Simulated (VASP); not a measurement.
# TiSiTe4 (Cmmm) in VASP: single point with PBE

Aim: the single point of TiSiTe4 with PBE.

Program: VASP 6.6.1. These are calculated values, not measurements. Logs are shortened: lines on timing, memory, paths and dates and some standing lists are left out, and cuts for length are marked.

## Step 1: The cell of the first run

The structure is orthorhombic, space group Cmmm (No. 65). Conventional cell: a = 9.093 Å, b = 9.297 Å, c = 4.085 Å, α = 90.00°, β = 90.00°, γ = 90.00°. Within 3.6 Å of Ti (site symmetry mmm) lie 6 Te at 2.75 to 2.76 Å. Si (site symmetry mmm) has 6 Te at 2.71 to 2.81 Å within 3.6 Å. Te (site symmetry m2m) has 2 Ti at 2.75 Å and 1 Si at 2.81 Å and 1 Te at 3.68 Å within 3.7 Å. Within 3.6 Å of Te (site symmetry 2mm) lie 2 Si at 2.71 Å and 1 Ti at 2.76 Å and 1 Te at 3.56 Å.

The cell was built from a structure type or drawn by symmetry, and may not be a known phase.

## Step 2: Single point, PBE

INCAR reads:

```
SYSTEM = TiSiTe4
PREC = Accurate
ENCUT = 520
EDIFF = 1E-7
ISMEAR = 0
SIGMA = 0.1
LREAL = .FALSE.
LASPH = .TRUE.
NELM = 100
ALGO = Normal
ISIF = 2
LWAVE = .FALSE.
LCHARG = .FALSE.
GGA = PE
NBANDS = 29
```

KPOINTS reads:

```
Automatic mesh
0
G
  6 6 10
  0 0 0
```

POSCAR reads:

```
TiSiTe4
1.0
    4.6485358291     -4.5466737432      0.0000000000
    4.6485358291      4.5466737432      0.0000000000
    0.0000000000      0.0000000000      4.0850612259
Ti Si Te
1 1 4
Direct
    0.0000000000      0.0000000000      0.0000000000
    0.5000000000      0.5000000000      0.5000000000
    0.1980625308      0.1980625308      0.5000000000
    0.8019374692      0.8019374692      0.5000000000
    0.3040148508      0.6959851492      0.0000000000
    0.6959851492      0.3040148508      0.0000000000
```

Potentials or basis: VASP PAW PBE potentials, release 64 (Ti_sv, Si, Te).

Started as:

```console
> cat potpaw_PBE.64/Ti_sv/POTCAR potpaw_PBE.64/Si/POTCAR potpaw_PBE.64/Te/POTCAR > POTCAR
> mpirun -np 1 vasp_std > vasp.out
```

OUTCAR:

```text
SYSTEM = TiSiTe4
   PREC = Accurate
   ENCUT = 520
   EDIFF = 1E-7
   ISMEAR = 0
   LREAL = .FALSE.
   LASPH = .TRUE.
   NELM = 100
   ISIF = 2
   GGA = PE

 ion  position               nearest neighbor table
   1  0.000  0.000  0.000-   3 2.75   4 2.75   3 2.75   4 2.75   5 2.76   6 2.76
   2  0.500  0.500  0.500-   5 2.71   6 2.71   5 2.71   6 2.71   3 2.81   4 2.81
   3  0.198  0.198  0.500-   1 2.75   1 2.75   2 2.81   4 3.68
   4  0.802  0.802  0.500-   1 2.75   1 2.75   2 2.81   3 3.68
   5  0.304  0.696  0.000-   2 2.71   2 2.71   1 2.76   6 3.56
   6  0.696  0.304  0.000-   2 2.71   2 2.71   1 2.76   5 3.56

  LATTYP: Found a base centered orthorhombic cell.
 ALAT       =     9.0933474864
 B/A-ratio  =     1.0224036497
 C/A-ratio  =     0.4492362391

  Lattice vectors:

 A1 = (  -4.6485358291,  -4.5466737432,   0.0000000000)
 A2 = (   4.6485358291,  -4.5466737432,   0.0000000000)
 A3 = (   0.0000000000,   0.0000000000,   4.0850612259)

Analysis of symmetry for initial positions (statically):
=====================================================================
 Subroutine PRICEL returns:
 Original cell was already a primitive cell.

 Routine SETGRP: Setting up the symmetry group for a
 base centered orthorhombic supercell.

 Subroutine GETGRP returns: Found  8 space group operations
 (whereof  8 operations were pure point group operations)
 out of a pool of  8 trial point group operations.

The static configuration has the point symmetry D_2h.

Analysis of symmetry for dynamics (positions and initial velocities):
=====================================================================
 Subroutine PRICEL returns:
 Original cell was already a primitive cell.

 Routine SETGRP: Setting up the symmetry group for a
 base centered orthorhombic supercell.

 Subroutine GETGRP returns: Found  8 space group operations
 (whereof  8 operations were pure point group operations)
 out of a pool of  8 trial point group operations.

The dynamic configuration has the point symmetry D_2h.

 Subroutine INISYM returns: Found  8 space group operations
 (whereof  8 operations are pure point group operations),
 and found     1 'primitive' translations

----------------------------------------------------------------------------------------

                                     Primitive cell

  volume of cell :     172.6786

  direct lattice vectors                    reciprocal lattice vectors
     4.648535829 -4.546673743  0.000000000     0.107560750 -0.109970503  0.000000000
     4.648535829  4.546673743  0.000000000     0.107560750  0.109970503  0.000000000
     0.000000000  0.000000000  4.085061226     0.000000000  0.000000000  0.244794373

  length of vectors
     6.502393981  6.502393981  4.085061226     0.153827262  0.153827262  0.244794373

  position of ions in fractional coordinates (direct lattice)
     0.000000000  0.000000000  0.000000000
     0.500000000  0.500000000  0.500000000
     0.198062531  0.198062531  0.500000000
     0.801937469  0.801937469  0.500000000
     0.304014851  0.695985149  0.000000000
     0.695985149  0.304014851  0.000000000

  ion indices of the primitive-cell ions
   primitive index   ion index
                 1           1
                 2           2
                 3           3
                 4           4
                 5           5
                 6           6

----------------------------------------------------------------------------------------

 KPOINTS: Automatic mesh

Automatic generation of k-mesh.
 Grid dimensions read from file:
 generate k-points for:    6    6   10

 Generating k-lattice:

  Cartesian coordinates                     Fractional coordinates (reciprocal lattice)
     0.017926792 -0.018328417  0.000000000     0.166666667  0.000000000  0.000000000
     0.017926792  0.018328417  0.000000000     0.000000000  0.166666667  0.000000000
     0.000000000  0.000000000  0.024479437     0.000000000  0.000000000  0.100000000

  Length of vectors
     0.025637877  0.025637877  0.024479437

  Shift w.r.t. Gamma in fractional coordinates (k-lattice)
     0.000000000  0.000000000  0.000000000

 Subroutine IBZKPT returns following result:
 ===========================================

 Found     78 irreducible k-points:

 Following reciprocal coordinates:
            Coordinates               Weight
  0.000000  0.000000  0.000000      1.000000
  0.166667 -0.000000  0.000000      4.000000
  0.333333 -0.000000  0.000000      4.000000
  0.500000 -0.000000  0.000000      2.000000
  0.166667  0.166667  0.000000      2.000000
  0.333333  0.166667  0.000000      4.000000
[... 16 lines left out ...]
  0.333333  0.333333  0.100000      4.000000
  0.500000  0.333333  0.100000      8.000000
 [... further k-points ...]
   k-points           NKPTS =     78   k-points in BZ     NKDIM =     78   number of bands    NBANDS=     29
   number of dos      NEDOS =    301   number of ions     NIONS =      6
   total plane-waves  NPLWV =  69120
   dimension x,y,z NGX =    48 NGY =   48 NGZ =   30
   dimension x,y,z NGXF=    96 NGYF=   96 NGZF=   60
   ions per type =               1   1   4
   NGX,Y,Z   is equivalent  to a cutoff of  12.27, 12.27, 12.21 a.u.
   NGXF,Y,Z  is equivalent  to a cutoff of  24.54, 24.54, 24.42 a.u.
 SYSTEM =  TiSiTe4
   PREC   = accura    normal or accurate (medium, high low for compatibility)
   ISTART =      0    job   : 0-new  1-cont  2-samecut
   ICHARG =      2    charge: 1-file 2-atom 10-const
   ISPIN  =      1    spin polarized calculation?
   LNONCOLLINEAR =      F non collinear calculations
   LSORBIT =      F    spin-orbit coupling
   LASPH  =      T    aspherical Exc in radial PAW
   ENCUT  =  520.0 eV  38.22 Ry    6.18 a.u.  12.09 12.09  7.60*2*pi/ulx,y,z
   NELM   =    100;   NELMIN=  2; NELMDL= -5     # of ELM steps
   EDIFF  = 0.1E-06   stopping-criterion for ELM
   LREAL  =      F    real-space projection
   EDIFFG = 0.1E-05   stopping-criterion for IOM
   NSW    =      0    number of steps for IOM
   IBRION =     -1    ionic relax: 0-MD 1-quasi-New 2-CG
   NFREE  =      0    steps in history (QN), initial steepest desc. (CG)
   ISIF   =      2    stress and relaxation
   ISYM   =      2    0-nonsym 1-usesym 2-fastsym
   POTIM  = 0.5000    time-step for ionic-motion
   TEBEG  =    0.0;   TEEND  =   0.0 temperature during run
   PSTRESS=    0.0 pullay stress
   NELECT =      40.0000    total number of electrons
   NUPDOWN=      -1.0000    fix difference up-down
   EMIN   =  10.00;   EMAX   =-10.00  energy-range for DOS
   EFERMI =   0.00;   METHOD = LEGACY
   ISMEAR =     0;   SIGMA  =   0.10  broadening in eV -4-tet -1-fermi 0-gaus
   EFERMI_NEDOS =   21; number of points for ismear=-14 and -15
   IALGO  =     38    algorithm
   IMIX   =      4    mixing-type and parameters
     AMIX     =   0.40;   BMIX     =  1.00
     AMIX_MAG =   1.60;   BMIX_MAG =  1.00
  volume/ion in A,a.u.               =      28.78       194.22
  Fermi-wavevector in a.u.,A,eV,Ry     =   1.005423  1.899973 13.753784  1.010875
  Thomas-Fermi vector in A             =   2.138101
   LORBIT       =      0    0 simple, 1 ext, 2 COOP (PROOUT), +10 PAW based schemes
   GGA     = PE    functional components
   LHFCALC =     F    Hartree Fock is set to
   AEXX    =    0.0000 exact exchange contribution
   IVDW    =     0    specifies the selected vdW correction
   LEPSILON=     F    determine dielectric tensor
   LRPA    =     F    only Hartree local field effects (RPA)
 non-spin polarized calculation
 Gauss-broadening in eV      SIGMA  =   0.10
  energy-cutoff  :      520.00
  volume of cell :      172.68
 maximum number of plane-waves:      4675
   NGX = 25   NGY = 25   NGZ = 15

 number of electron      40.0000009 magnetization

 Free energy of the ion-electron system (eV)
  ---------------------------------------------------
  ext. energy  EPLUGINS =         0.00000000
  ---------------------------------------------------
  free energy    TOTEN  =       -26.72863241 eV

  energy without entropy =      -26.71784973  energy(sigma->0) =      -26.72324107

 E-fermi :   5.9494     XC(G=0):  -9.3550

 val. band max:        5.9226909948   @ k =   0.5000   0.5000   0.4000
 cond. band min:       5.9554745740   @ k =  -0.3333   0.1667   0.2000
 fundamental gap:      0.0327835792
 Fermi energy:         5.9493763324

 k-point     1 :       0.0000    0.0000    0.0000
  band No.  band energies     occupation
      1     -51.6335      2.00000
      2     -27.9008      2.00000
      3     -27.8862      2.00000
      4     -27.8821      2.00000
      5      -6.9227      2.00000
      6      -4.9923      2.00000
[... 21 lines left out ...]
     28       9.2591      0.00000
     29      10.1622      0.00000

 k-point     2 :       0.1667   -0.0000    0.0000
  band No.  band energies     occupation
      1     -51.6335      2.00000
      2     -27.9008      2.00000
      3     -27.8862      2.00000
      4     -27.8821      2.00000
      5      -6.8646      2.00000
      6      -5.2033      2.00000
[... 21 lines left out ...]
     28       9.4322      0.00000
     29       9.5882      0.00000

 k-point     3 :       0.3333   -0.0000    0.0000
  band No.  band energies     occupation
      1     -51.6335      2.00000
      2     -27.9008      2.00000
      3     -27.8862      2.00000
      4     -27.8821      2.00000
      5      -6.7158      2.00000
      6      -5.5822      2.00000
[... 21 lines left out ...]
     28       9.4244      0.00000
     29       9.7939      0.00000

 k-point     4 :       0.5000   -0.0000    0.0000
  band No.  band energies     occupation
      1     -51.6335      2.00000
      2     -27.9008      2.00000
      3     -27.8862      2.00000
      4     -27.8821      2.00000
      5      -6.6086      2.00000
      6      -5.7785      2.00000
[... 597 lines left out ...]
     28       9.3127      0.00000
     29      10.2580      0.00000

 k-point    23 :       0.3333    0.3333    0.1000
  band No.  band energies     occupation
      1     -51.6335      2.00000
      2     -27.9007      2.00000
      3     -27.8876      2.00000
      4     -27.8818      2.00000
      5      -6.5125      2.00000
      6      -5.4502      2.00000
[... 21 lines left out ...]
     28       9.2315      0.00000
     29       9.4156      0.00000

 k-point    24 :       0.5000    0.3333    0.1000
  band No.  band energies     occupation
      1     -51.6335      2.00000
      2     -27.9007      2.00000
      3     -27.8876      2.00000
      4     -27.8818      2.00000
      5      -6.4458      2.00000
      6      -5.5043      2.00000
[... 21 lines left out ...]
     28       9.5398      0.00000
     29       9.6859      0.00000

 [... further k-points ...]

------------------------ aborting loop because EDIFF is reached ----------------------------------------

  FORCE on cell =-STRESS in cart. coord.  units (eV):
  Direction    XX          YY          ZZ          XY          YZ          ZX
  --------------------------------------------------------------------------------------
  -------------------------------------------------------------------------------------
  Total        0.0021689      0.0103177     -0.0370922     -0.0000000      0.0000000      0.0000000
  in kB        0.0201237      0.0957316     -0.3441555     -0.0000000      0.0000000      0.0000000
  external PRESSURE =      -0.0761001 kB  Pullay stress =       0.0000000 kB

 VOLUME and BASIS-vectors are now :
 -----------------------------------------------------------------------------
  energy-cutoff  :      520.00
  volume of cell :      172.68
      direct lattice vectors                 reciprocal lattice vectors
     4.648535829 -4.546673743  0.000000000     0.107560750 -0.109970503  0.000000000
     4.648535829  4.546673743  0.000000000     0.107560750  0.109970503  0.000000000
     0.000000000  0.000000000  4.085061226     0.000000000  0.000000000  0.244794373

 POSITION                                       TOTAL-FORCE (eV/Angst)
 -----------------------------------------------------------------------------------
      0.00000      0.00000      0.00000         0.000000      0.000000      0.000000
      4.64854      0.00000      2.04253         0.000000     -0.000000      0.000000
      1.84140      0.00000      2.04253        -0.005457      0.000000      0.000000
      7.45567      0.00000      2.04253         0.005457      0.000000     -0.000000
      4.64854      1.78216      0.00000         0.000000      0.007102      0.000000
      4.64854     -1.78216      0.00000         0.000000     -0.007102     -0.000000
 -----------------------------------------------------------------------------------
    total drift:                               -0.000000      0.000000      0.000000

  FREE ENERGIE OF THE ION-ELECTRON SYSTEM (eV)
  ---------------------------------------------------
  free  energy   TOTEN  =       -26.7286324090 eV

  energy  without entropy=      -26.7178497265  energy(sigma->0) =      -26.72324107
```

Run time: 11 min. Hardware: 1 thread of Oxide Virtual Turin-like, shared host; peak memory 0.47 GiB.

Results:

```
Free energy            : -26.7286 eV
Pressure               : 0.0 GPa
Largest force          : 0.007 eV/Å
Band gap on the k mesh : zero (bands 20 and 21 overlap by 1.28 eV)
```

Forces in eV/Å, atoms in the order of the input:
```
Ti   0.000  0.000  0.000
Si   0.000  0.000  0.000
Te  -0.005  0.000  0.000
Te   0.005  0.000  0.000
Te   0.000  0.007  0.000
Te   0.000 -0.007  0.000
```

Caveat: spin-orbit coupling is left out, which moves the levels of the heavy elements.
